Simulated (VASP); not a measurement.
# RuAu in VASP: further runs

RuAu is run at these levels: PBE, PBEsol; tasks: single point.

Everything below comes from runs of VASP 6.6.1. Logs are shortened: lines on timing, memory, paths and dates and some standing lists are left out, and cuts for length are marked.

### 1 The cell of the first run

The typed cell holds 2 atoms: a = 3.165 Å, b = 3.165 Å, c = 3.165 Å, α = 90.00°, β = 90.00°, γ = 90.00°.

### 2 Single point, PBE (atoms moved at random)

INCAR reads:

```
PREC = Accurate
ENCUT = 520
EDIFF = 1E-7
ISMEAR = -1
SIGMA = 0.05
LREAL = False
LASPH = True
NELM = 100
ALGO = Fast
ISIF = 2
LWAVE = False
LCHARG = False
GGA = PE
NBANDS = 20
```

KPOINTS reads:

```
regular mesh
0
Gamma
  8 8 8
```

POSCAR reads:

```
RuAu
1.0
    3.1648100000      0.0000000000      0.0000000000
    0.0000000000      3.1648100000      0.0000000000
    0.0000000000      0.0000000000      3.1648100000
Ru Au
1 1
Direct
    0.0045850000     -0.0028690000      0.0041200000
    0.4853950000      0.4989660000      0.4970920000
```

Potentials or basis: VASP PAW PBE potentials, release 64 (Ru_pv, Au).

Command:

```
> cat potpaw_PBE.64/Ru_pv/POTCAR potpaw_PBE.64/Au/POTCAR > POTCAR
> mpirun -np 1 vasp_std > vasp.out
```

OUTCAR:

```text
PREC = Accurate
   ENCUT = 520
   EDIFF = 1E-7
   ISMEAR = -1
   LREAL = False
   LASPH = True
   NELM = 100
   ISIF = 2
   GGA = PE

 ion  position               nearest neighbor table
   1  0.005  0.997  0.004-   2 2.69   2 2.70   2 2.72   2 2.72   2 2.76   2 2.77   2 2.79   2 2.79

   2  0.485  0.499  0.497-   1 2.69   1 2.70   1 2.72   1 2.72   1 2.76   1 2.77   1 2.79   1 2.79

  LATTYP: Found a simple cubic cell.
 ALAT       =     3.1648100000

  Lattice vectors:

 A1 = (   3.1648100000,   0.0000000000,   0.0000000000)
 A2 = (   0.0000000000,   3.1648100000,   0.0000000000)
 A3 = (   0.0000000000,   0.0000000000,   3.1648100000)

Analysis of symmetry for initial positions (statically):
=====================================================================
 Subroutine PRICEL returns:
 Original cell was already a primitive cell.

 Routine SETGRP: Setting up the symmetry group for a
 simple cubic supercell.

 Subroutine GETGRP returns: Found  1 space group operations
 (whereof  1 operations were pure point group operations)
 out of a pool of 48 trial point group operations.

The static configuration has the point symmetry C_1 .

Analysis of symmetry for dynamics (positions and initial velocities):
=====================================================================
 Subroutine PRICEL returns:
 Original cell was already a primitive cell.

 Routine SETGRP: Setting up the symmetry group for a
 simple cubic supercell.

 Subroutine GETGRP returns: Found  1 space group operations
 (whereof  1 operations were pure point group operations)
 out of a pool of 48 trial point group operations.

The dynamic configuration has the point symmetry C_1 .

 Subroutine INISYM returns: Found  1 space group operations
 (whereof  1 operations are pure point group operations),
 and found     1 'primitive' translations

----------------------------------------------------------------------------------------

                                     Primitive cell

  volume of cell :      31.6988

  direct lattice vectors                    reciprocal lattice vectors
     3.164810000  0.000000000  0.000000000     0.315974735  0.000000000  0.000000000
     0.000000000  3.164810000  0.000000000     0.000000000  0.315974735  0.000000000
     0.000000000  0.000000000  3.164810000     0.000000000  0.000000000  0.315974735

  length of vectors
[... 72 lines left out ...]
 SYSTEM =  unknown system
   PREC   = accura    normal or accurate (medium, high low for compatibility)
   ISTART =      0    job   : 0-new  1-cont  2-samecut
   ICHARG =      2    charge: 1-file 2-atom 10-const
   ISPIN  =      1    spin polarized calculation?
   LNONCOLLINEAR =      F non collinear calculations
   LSORBIT =      F    spin-orbit coupling
   LASPH  =      T    aspherical Exc in radial PAW
   ENCUT  =  520.0 eV  38.22 Ry    6.18 a.u.   5.88  5.88  5.88*2*pi/ulx,y,z
   NELM   =    100;   NELMIN=  2; NELMDL= -5     # of ELM steps
   EDIFF  = 0.1E-06   stopping-criterion for ELM
   LREAL  =      F    real-space projection
   EDIFFG = 0.1E-05   stopping-criterion for IOM
   NSW    =      0    number of steps for IOM
   IBRION =     -1    ionic relax: 0-MD 1-quasi-New 2-CG
   NFREE  =      0    steps in history (QN), initial steepest desc. (CG)
   ISIF   =      2    stress and relaxation
   ISYM   =      2    0-nonsym 1-usesym 2-fastsym
   POTIM  = 0.5000    time-step for ionic-motion
   TEBEG  =    0.0;   TEEND  =   0.0 temperature during run
   PSTRESS=    0.0 pullay stress
   NELECT =      25.0000    total number of electrons
   NUPDOWN=      -1.0000    fix difference up-down
   EMIN   =  10.00;   EMAX   =-10.00  energy-range for DOS
   EFERMI =   0.00;   METHOD = LEGACY
   ISMEAR =    -1;   SIGMA  =   0.05  broadening in eV -4-tet -1-fermi 0-gaus
   EFERMI_NEDOS =   21; number of points for ismear=-14 and -15
   IALGO  =     68    algorithm
   IMIX   =      4    mixing-type and parameters
     AMIX     =   0.40;   BMIX     =  1.00
     AMIX_MAG =   1.60;   BMIX_MAG =  1.00
  volume/ion in A,a.u.               =      15.85       106.96
  Fermi-wavevector in a.u.,A,eV,Ry     =   1.512541  2.858288 31.127146  2.287781
  Thomas-Fermi vector in A             =   2.622452
   LORBIT       =      0    0 simple, 1 ext, 2 COOP (PROOUT), +10 PAW based schemes
   GGA     = PE    functional components
   LHFCALC =     F    Hartree Fock is set to
   AEXX    =    0.0000 exact exchange contribution
   IVDW    =     0    specifies the selected vdW correction
   LEPSILON=     F    determine dielectric tensor
   LRPA    =     F    only Hartree local field effects (RPA)
 non-spin polarized calculation
 RMM-DIIS sequential band-by-band and
  energy-cutoff  :      520.00
  volume of cell :       31.70
 maximum number of plane-waves:       876
   NGX = 11   NGY = 11   NGZ = 11

 number of electron      24.9999998 magnetization

 Free energy of the ion-electron system (eV)
  ---------------------------------------------------
  ext. energy  EPLUGINS =         0.00000000
  ---------------------------------------------------
  free energy    TOTEN  =       -11.23242545 eV

  energy without entropy =      -11.20664749  energy(sigma->0) =      -11.21953647

 E-fermi :  10.3874     XC(G=0): -13.1643

 val. band max:       10.3865542947   @ k =  -0.1250   0.0000   0.3750
 cond. band min:      10.3887401947   @ k =  -0.3750   0.0000   0.1250
 fundamental gap:      0.0021859000
 Fermi energy:        10.3873999576

 k-point     1 :       0.0000    0.0000    0.0000
  band No.  band energies     occupation
      1     -32.1083      2.00000
      2     -32.1073      2.00000
      3     -32.1060      2.00000
      4       1.4595      2.00000
      5       3.8288      2.00000
      6       3.8425      2.00000
[... 541 lines left out ...]
     19      26.1509      0.00000
     20      26.5750      0.00000

 [... further k-points ...]
[... 5 lines left out ...]
  --------------------------------------------------------------------------------------
  -------------------------------------------------------------------------------------
  Total        0.0574074      0.1149157      0.1076352     -0.0125002     -0.0045582      0.0479686
  in kB        2.9015890      5.8082755      5.4402869     -0.6318088     -0.2303872      2.4245131
  external PRESSURE =       4.7167171 kB  Pullay stress =       0.0000000 kB

 VOLUME and BASIS-vectors are now :
 -----------------------------------------------------------------------------
  energy-cutoff  :      520.00
  volume of cell :       31.70
      direct lattice vectors                 reciprocal lattice vectors
     3.164810000  0.000000000  0.000000000     0.315974735  0.000000000  0.000000000
     0.000000000  3.164810000  0.000000000     0.000000000  0.315974735  0.000000000
     0.000000000  0.000000000  3.164810000     0.000000000  0.000000000  0.315974735

 POSITION                                       TOTAL-FORCE (eV/Angst)
 -----------------------------------------------------------------------------------
      0.01451      3.15573      0.01304        -0.515386      0.049951     -0.191184
      1.53618      1.57913      1.57320         0.515386     -0.049951      0.191184
 -----------------------------------------------------------------------------------
    total drift:                                0.000191     -0.000137      0.000191

  FREE ENERGIE OF THE ION-ELECTRON SYSTEM (eV)
  ---------------------------------------------------
  free  energy   TOTEN  =       -11.2324254469 eV

  energy  without entropy=      -11.2066474884  energy(sigma->0) =      -11.21953647
```

OSZICAR:

```text
N       E                     dE             d eps       ncg     rms          rms(c)
DAV:   1     0.201929275171E+03    0.20193E+03   -0.13888E+04 10408   0.124E+03
DAV:   2    -0.824443062202E+01   -0.21017E+03   -0.20426E+03 11036   0.350E+02
DAV:   3    -0.122658940676E+02   -0.40215E+01   -0.39949E+01 12292   0.514E+01
DAV:   4    -0.122855182475E+02   -0.19624E-01   -0.19610E-01 11536   0.382E+00
DAV:   5    -0.122857105989E+02   -0.19235E-03   -0.19234E-03 11936   0.373E-01    0.134E+01
RMM:   6    -0.113182094989E+02    0.96750E+00   -0.19685E+00 10462   0.998E+00    0.747E+00
RMM:   7    -0.112812939006E+02    0.36916E-01   -0.28576E-01 10896   0.405E+00    0.341E+00
RMM:   8    -0.112371759528E+02    0.44118E-01   -0.74500E-02 11007   0.200E+00    0.260E+00
RMM:   9    -0.112326932927E+02    0.44827E-02   -0.80360E-03 11332   0.705E-01    0.406E-01
RMM:  10    -0.112324095378E+02    0.28375E-03   -0.11902E-03 11905   0.262E-01    0.956E-02
RMM:  11    -0.112324224736E+02   -0.12936E-04   -0.16770E-04 12118   0.799E-02    0.445E-02
RMM:  12    -0.112324249387E+02   -0.24651E-05   -0.30556E-05 12280   0.323E-02    0.953E-03
RMM:  13    -0.112324253802E+02   -0.44151E-06   -0.57067E-06 12368   0.140E-02    0.498E-03
RMM:  14    -0.112324253211E+02    0.59139E-07   -0.15268E-06 10486   0.684E-03    0.911E-04
RMM:  15    -0.112324254606E+02   -0.13955E-06   -0.32550E-07  8924   0.342E-03    0.803E-04
RMM:  16    -0.112324254469E+02    0.13711E-07   -0.89674E-08  7759   0.168E-03
   1 F= -.11232425E+02 E0= -.11219536E+02  d E =-.257780E-01
```

stdout:

```text
POSCAR found type information on POSCAR RuAu
 POSCAR found :  2 types and       2 ions
 scaLAPACK will be used
 LDA part: xc-table for (Slater+PW92), standard interpolation
 POSCAR, INCAR and KPOINTS ok, starting setup
 FFT: planning ... GRIDC
 FFT: planning ... GRID_SOFT
 FFT: planning ... GRID
 WAVECAR not read
 entering main loop
WARNING in EDDRMM: call to ZHEGV failed, returncode =   6  3     20
```

Run time: 2.7 min. Hardware: 1 thread of Intel Xeon Platinum 8259CL at 2.50GHz (Skylake/Cascade Lake), shared host; peak memory 0.27 GiB.

What came out:

* Free energy: -11.2324 eV
* Pressure: 0.5 GPa
* Largest force: 0.552 eV/Å

Forces in eV/Å, atoms in the order of the input:
```
Ru  -0.515  0.050 -0.191
Au   0.515 -0.050  0.191
```

Stress tensor (GPa, compression positive):
```
 0.29 -0.06  0.24
-0.06  0.58 -0.02
 0.24 -0.02  0.54
```

Levels at points of the mesh, in eV from the Fermi level:
```tsv
k point	band 10	band 11	band 12	band 13	band 14	band 15
(0.00, 0.00, 0.00)	-1.17	-1.14	0.52	0.52	0.54	7.61
(0.50, 0.00, 0.00)	-2.82	-1.76	-1.68	-1.67	-0.48	1.42
(0.00, 0.50, 0.00)	-2.80	-1.80	-1.66	-1.61	-0.48	1.41
(0.00, 0.00, 0.50)	-2.80	-1.80	-1.66	-1.62	-0.48	1.41
(0.50, 0.50, 0.00)	-0.80	0.23	0.25	0.45	0.79	0.79
(0.00, 0.50, 0.50)	-0.79	0.23	0.23	0.45	0.77	0.77
(0.50, 0.00, 0.50)	-0.80	0.23	0.25	0.45	0.79	0.79
(0.50, 0.50, 0.50)	-2.74	-2.74	0.52	0.52	3.39	8.38
```

Caveat: the cell differs from its parent crystal (atoms moved at random); spin-orbit coupling is left out, which moves the levels of the heavy elements.

(Continued in part 2 of 3.)
